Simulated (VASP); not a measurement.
# Pt (Fm-3m) in VASP: notebook

Pt is run at these levels: PBE; tasks: single point.

All numbers are computed with VASP 6.6.1; they aren't measurements. Logs are shortened: lines on timing, memory, paths and dates and some standing lists are left out, and cuts for length are marked.

## 1. The cell of the first run

The structure is cubic, space group Fm-3m (No. 225). Conventional cell: a = 3.804 Å, b = 3.804 Å, c = 3.804 Å, α = 90.00°, β = 90.00°, γ = 90.00°. Pt (site symmetry m-3m) has 12 Pt at 2.69 Å within 3.5 Å.

## 2. Single point, PBE (volume 13.765 Å^3 an atom, c/a of the conventional cell 1.0000)

Input file INCAR:

```
ALGO     = Normal         # electronic algorithm
EDIFF    = 1E-6           # SCF threshold, eV
ENCUT    = 520            # plane-wave cutoff, eV
GGA      = PE             # functional
ISIF     = 2              # what is computed and relaxed
ISMEAR   = 0              # smearing method
LASPH    = True           # aspherical terms in the spheres
LCHARG   = False          # write CHGCAR
LREAL    = False          # projectors in reciprocal space
LWAVE    = False          # write WAVECAR
NBANDS   = 11             # bands
NELM     = 60             # most SCF steps
PREC     = Accurate       # precision mode
SIGMA    = 0.15           # smearing width, eV
```

Input file KPOINTS:

```
k-points
0
Gamma
  22 22 22
```

Input file POSCAR:

```
Pt
1.0
    0.0000000000      1.9021674250      1.9021674250
    1.9021674250      0.0000000000      1.9021674250
    1.9021674250      1.9021674250      0.0000000000
Pt
1
Direct
    0.0000000000      0.0000000000      0.0000000000
```

Potentials or basis: VASP PAW PBE potentials, release 64 (Pt).

Run with:

```sh
$ cat potpaw_PBE.64/Pt/POTCAR > POTCAR
$ mpirun -np 1 vasp_std > vasp.out
```

OUTCAR:

```text
EDIFF = 1E-6
   ENCUT = 520
   GGA = PE
   ISIF = 2
   ISMEAR = 0
   LASPH = True
   LREAL = False
   NELM = 60
   PREC = Accurate

 ion  position               nearest neighbor table
   1  0.000  0.000  0.000-

  LATTYP: Found a face centered cubic cell.
 ALAT       =     3.8043348500

  Lattice vectors:

 A1 = (   0.0000000000,   1.9021674250,   1.9021674250)
 A2 = (   1.9021674250,   0.0000000000,   1.9021674250)
 A3 = (   1.9021674250,   1.9021674250,   0.0000000000)

Analysis of symmetry for initial positions (statically):
=====================================================================
 Subroutine PRICEL returns:
 Original cell was already a primitive cell.

 Routine SETGRP: Setting up the symmetry group for a
 face centered cubic supercell.

 Subroutine GETGRP returns: Found 48 space group operations
 (whereof 48 operations were pure point group operations)
 out of a pool of 48 trial point group operations.

The static configuration has the point symmetry O_h .

Analysis of symmetry for dynamics (positions and initial velocities):
=====================================================================
 Subroutine PRICEL returns:
 Original cell was already a primitive cell.

 Routine SETGRP: Setting up the symmetry group for a
 face centered cubic supercell.

 Subroutine GETGRP returns: Found 48 space group operations
 (whereof 48 operations were pure point group operations)
 out of a pool of 48 trial point group operations.

The dynamic configuration has the point symmetry O_h .

 Subroutine INISYM returns: Found 48 space group operations
 (whereof 48 operations are pure point group operations),
 and found     1 'primitive' translations

----------------------------------------------------------------------------------------

                                     Primitive cell

  volume of cell :      13.7650

  direct lattice vectors                    reciprocal lattice vectors
     0.000000000  1.902167425  1.902167425    -0.262858039  0.262858039  0.262858039
     1.902167425  0.000000000  1.902167425     0.262858039 -0.262858039  0.262858039
     1.902167425  1.902167425  0.000000000     0.262858039  0.262858039 -0.262858039

  length of vectors
     2.690070970  2.690070970  2.690070970     0.455283479  0.455283479  0.455283479

  position of ions in fractional coordinates (direct lattice)
     0.000000000  0.000000000  0.000000000

  ion indices of the primitive-cell ions
   primitive index   ion index
                 1           1

----------------------------------------------------------------------------------------

 KPOINTS: k-points

Automatic generation of k-mesh.
 Grid dimensions read from file:
 generate k-points for:   22   22   22

 Generating k-lattice:

  Cartesian coordinates                     Fractional coordinates (reciprocal lattice)
    -0.011948093  0.011948093  0.011948093     0.045454545  0.000000000  0.000000000
     0.011948093 -0.011948093  0.011948093     0.000000000  0.045454545  0.000000000
     0.011948093  0.011948093 -0.011948093     0.000000000  0.000000000  0.045454545

  Length of vectors
     0.020694704  0.020694704  0.020694704

  Shift w.r.t. Gamma in fractional coordinates (k-lattice)
     0.000000000  0.000000000  0.000000000

 Subroutine IBZKPT returns following result:
 ===========================================

 Found    328 irreducible k-points:

 Following reciprocal coordinates:
            Coordinates               Weight
  0.000000  0.000000  0.000000      1.000000
  0.045455  0.000000  0.000000      8.000000
  0.090909  0.000000  0.000000      8.000000
  0.136364  0.000000  0.000000      8.000000
  0.181818  0.000000  0.000000      8.000000
  0.227273  0.000000  0.000000      8.000000
[... 16 lines left out ...]
  0.500000  0.045455  0.000000     24.000000
 -0.454545  0.045455  0.000000     24.000000
 [... further k-points ...]
   k-points           NKPTS =    328   k-points in BZ     NKDIM =    328   number of bands    NBANDS=     11
   number of dos      NEDOS =    301   number of ions     NIONS =      1
   total plane-waves  NPLWV =   8000
   dimension x,y,z NGX =    20 NGY =   20 NGZ =   20
   dimension x,y,z NGXF=    40 NGYF=   40 NGZF=   40
   ions per type =               1
   NGX,Y,Z   is equivalent  to a cutoff of  12.36, 12.36, 12.36 a.u.
   NGXF,Y,Z  is equivalent  to a cutoff of  24.72, 24.72, 24.72 a.u.
 SYSTEM =  unknown system
   PREC   = accura    normal or accurate (medium, high low for compatibility)
   ISTART =      0    job   : 0-new  1-cont  2-samecut
   ICHARG =      2    charge: 1-file 2-atom 10-const
   ISPIN  =      1    spin polarized calculation?
   LNONCOLLINEAR =      F non collinear calculations
   LSORBIT =      F    spin-orbit coupling
   LASPH  =      T    aspherical Exc in radial PAW
   ENCUT  =  520.0 eV  38.22 Ry    6.18 a.u.   5.00  5.00  5.00*2*pi/ulx,y,z
   NELM   =     60;   NELMIN=  2; NELMDL= -5     # of ELM steps
   EDIFF  = 0.1E-05   stopping-criterion for ELM
   LREAL  =      F    real-space projection
   EDIFFG = 0.1E-04   stopping-criterion for IOM
   NSW    =      0    number of steps for IOM
   IBRION =     -1    ionic relax: 0-MD 1-quasi-New 2-CG
   NFREE  =      0    steps in history (QN), initial steepest desc. (CG)
   ISIF   =      2    stress and relaxation
   ISYM   =      2    0-nonsym 1-usesym 2-fastsym
   POTIM  = 0.5000    time-step for ionic-motion
   TEBEG  =    0.0;   TEEND  =   0.0 temperature during run
   PSTRESS=    0.0 pullay stress
   NELECT =      10.0000    total number of electrons
   NUPDOWN=      -1.0000    fix difference up-down
   EMIN   =  10.00;   EMAX   =-10.00  energy-range for DOS
   EFERMI =   0.00;   METHOD = LEGACY
   ISMEAR =     0;   SIGMA  =   0.15  broadening in eV -4-tet -1-fermi 0-gaus
   EFERMI_NEDOS =   21; number of points for ismear=-14 and -15
   IALGO  =     38    algorithm
   IMIX   =      4    mixing-type and parameters
     AMIX     =   0.40;   BMIX     =  1.00
     AMIX_MAG =   1.60;   BMIX_MAG =  1.00
  volume/ion in A,a.u.               =      13.76        92.89
  Fermi-wavevector in a.u.,A,eV,Ry     =   1.471689  2.781089 29.468437  2.165869
  Thomas-Fermi vector in A             =   2.586795
   LORBIT       =      0    0 simple, 1 ext, 2 COOP (PROOUT), +10 PAW based schemes
   GGA     = PE    functional components
   LHFCALC =     F    Hartree Fock is set to
   AEXX    =    0.0000 exact exchange contribution
   IVDW    =     0    specifies the selected vdW correction
   LEPSILON=     F    determine dielectric tensor
   LRPA    =     F    only Hartree local field effects (RPA)
 non-spin polarized calculation
 Gauss-broadening in eV      SIGMA  =   0.15
  energy-cutoff  :      520.00
  volume of cell :       13.76
 maximum number of plane-waves:       388
   NGX =  9   NGY =  9   NGZ =  9

 number of electron      10.0000000 magnetization

 Free energy of the ion-electron system (eV)
  ---------------------------------------------------
  ext. energy  EPLUGINS =         0.00000000
  ---------------------------------------------------
  free energy    TOTEN  =        -5.88472403 eV

  energy without entropy =       -5.86732764  energy(sigma->0) =       -5.87602584

 E-fermi :  13.1173     XC(G=0): -14.0445

 val. band max:       13.1165699469   @ k =  -0.4545   0.2273   0.0000
 cond. band min:      13.1177238292   @ k =  -0.4545   0.1818   0.0455
 fundamental gap:      0.0011538822
 Fermi energy:        13.1173438360

 k-point     1 :       0.0000    0.0000    0.0000
  band No.  band energies     occupation
      1       1.8270      2.00000
      2       8.7250      2.00000
      3       8.7250      2.00000
      4       8.7250      2.00000
      5      11.2303      2.00000
      6      11.2303      2.00000
      7      27.4363      0.00000
      8      32.9313      0.00000
      9      32.9313      0.00000
     10      32.9313      0.00000
     11      38.6211      0.00000

 k-point     2 :       0.0455    0.0000    0.0000
  band No.  band energies     occupation
      1       1.9187      2.00000
      2       8.6796      2.00000
      3       8.7634      2.00000
      4       8.7634      2.00000
      5      11.2064      2.00000
      6      11.2064      2.00000
      7      27.5899      0.00000
      8      32.4579      0.00000
      9      33.0806      0.00000
     10      33.0806      0.00000
     11      39.1823      0.00000

 k-point     3 :       0.0909    0.0000    0.0000
  band No.  band energies     occupation
      1       2.1878      2.00000
      2       8.5571      2.00000
      3       8.8694      2.00000
      4       8.8694      2.00000
      5      11.1476      2.00000
      6      11.1476      2.00000
      7      28.0256      0.00000
      8      31.3917      0.00000
      9      33.5204      0.00000
     10      33.5204      0.00000
     11      40.3626      0.00000

 k-point     4 :       0.1364    0.0000    0.0000
  band No.  band energies     occupation
      1       2.6144      2.00000
      2       8.3965      2.00000
      3       9.0113      2.00000
      4       9.0113      2.00000
      5      11.0943      2.00000
      6      11.0943      2.00000
      7      28.6582      0.00000
      8      30.1453      0.00000
      9      34.2270      0.00000
     10      34.2270      0.00000
     11      40.3908      0.00000
[... 239 lines left out ...]
 k-point    22 :       0.4545    0.0455    0.0000
  band No.  band energies     occupation
      1       4.8568      2.00000
      2       8.6074      2.00000
      3       8.7564      2.00000
      4      11.1716      2.00000
      5      13.1245      0.94599
      6      13.3747      0.01525
      7      20.5544      0.00000
      8      27.3788      0.00000
      9      32.7652      0.00000
     10      33.1590      0.00000
     11      42.1430      0.00000

 k-point    23 :       0.5000    0.0455    0.0000
  band No.  band energies     occupation
      1       4.8492      2.00000
      2       8.5707      2.00000
      3       8.7050      2.00000
      4      11.6568      2.00000
      5      13.1882      0.50418
      6      13.7667      0.00000
      7      19.7390      0.00000
      8      27.1981      0.00000
      9      32.5922      0.00000
     10      32.6064      0.00000
     11      42.9113      0.00000

 k-point    24 :      -0.4545    0.0455    0.0000
  band No.  band energies     occupation
      1       4.8518      2.00000
      2       8.5888      2.00000
      3       8.7044      2.00000
      4      11.5837      2.00000
      5      13.0624      1.39547
      6      13.7596      0.00000
      7      19.9192      0.00000
      8      27.2346      0.00000
      9      32.4547      0.00000
     10      32.8970      0.00000
     11      42.6157      0.00000

 [... further k-points ...]
[... 5 lines left out ...]
  --------------------------------------------------------------------------------------
  -------------------------------------------------------------------------------------
  Total        3.8068424      3.8068424      3.8068424      0.0000000      0.0000000      0.0000000
  in kB      443.0974586    443.0974586    443.0974586      0.0000000      0.0000000      0.0000000
  external PRESSURE =     443.0974586 kB  Pullay stress =       0.0000000 kB

 VOLUME and BASIS-vectors are now :
 -----------------------------------------------------------------------------
  energy-cutoff  :      520.00
  volume of cell :       13.76
      direct lattice vectors                 reciprocal lattice vectors
     0.000000000  1.902167425  1.902167425    -0.262858039  0.262858039  0.262858039
     1.902167425  0.000000000  1.902167425     0.262858039 -0.262858039  0.262858039
     1.902167425  1.902167425  0.000000000     0.262858039  0.262858039 -0.262858039

 POSITION                                       TOTAL-FORCE (eV/Angst)
 -----------------------------------------------------------------------------------
      0.00000      0.00000      0.00000         0.000000     -0.000000     -0.000000
 -----------------------------------------------------------------------------------
    total drift:                                0.000000      0.000000     -0.000000

  FREE ENERGIE OF THE ION-ELECTRON SYSTEM (eV)
  ---------------------------------------------------
  free  energy   TOTEN  =        -5.8847240347 eV

  energy  without entropy=       -5.8673276429  energy(sigma->0) =       -5.87602584
```

Wall time 27 s (1 thread of Intel Xeon Platinum 8375C at 2.90GHz (Ice Lake), shared host); peak memory 0.16 GiB.

Results:

```yaml
Free_energy: -5.8847 eV
Pressure: 44.3 GPa
Band_gap_on_the_k_mesh: zero (band 5 reaches 13.72 eV, above the bottom of band 6 at 11.09 eV)
```

Levels at points of the mesh, in eV from the Fermi level:
```
           k point  band 1  band 2  band 3  band 4  band 5  band 6  band 7  band 8  band 9  band 10
(0.00, 0.00, 0.00)  -11.29   -4.39   -4.39   -4.39   -1.89   -1.89   14.32   19.81   19.81    19.81
(0.50, 0.00, 0.00)   -8.34   -4.48   -4.48   -0.85    0.07    0.07    6.60   13.92   19.58    19.58
(0.50, 0.50, 0.00)   -8.16   -7.65    0.03    0.60    0.60    1.61    9.94   11.68   11.68    21.30
```

Caveat: spin-orbit coupling is left out, which moves the levels of the heavy elements.

(Part 1 of 2 ends here.)
